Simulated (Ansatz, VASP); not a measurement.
C in VASP and in Ansatz

```
C
1.0
     0.00000    2.40606    3.34800
     1.38911    0.00000    3.34800
     1.38911    2.40606    0.00000
C
2
Cartesian
  1.3891 0.8020 3.3480
  1.3891 4.0101 3.3480
```

Change from the starting cell: strain +0.1312 x Voigt [1, 1, 0, 0, 0, 0], atoms carried along.

Alike in both runs: task single point; functional r2SCAN; k mesh 14 × 14 × 14; occupations gaussian, width 0.05 eV; no spin polarisation.

|  | VASP | Ansatz |
| --- | --- | --- |
| version | VASP 6.6.1 | Ansatz 0.2.0 |
| potentials or method | VASP PAW PBE potentials, release 64 (C), cutoff 520 eV | scalar-relativistic, plane waves, PAW |
| valence electrons in the cell | 8 | 8 |

```tsv
	VASP	Ansatz	Ansatz less VASP
gap on the k mesh at the Fermi level (eV)	none	none	-
pressure (GPa)	-59.6	-60.0	-0.33
traceless stress, the component that is largest in VASP (GPa)	61.97	62.36	+0.390
rms of the force components (eV/Å)	0.007	0.007	0.0000
```

VASP's potentials were made for PBE, not for r2SCAN. Atom by atom the forces differ by 0.000 eV/Å (rms over components). A gap of «none» marks a metal or a gap that the smearing closes. Both programs put the cell under strong tension, so it lies far from rest at this level. The functional is the same, so the differences come from potentials, cutoffs and numerics.

Noted on VASP's run: the cell as given lies far from equilibrium.
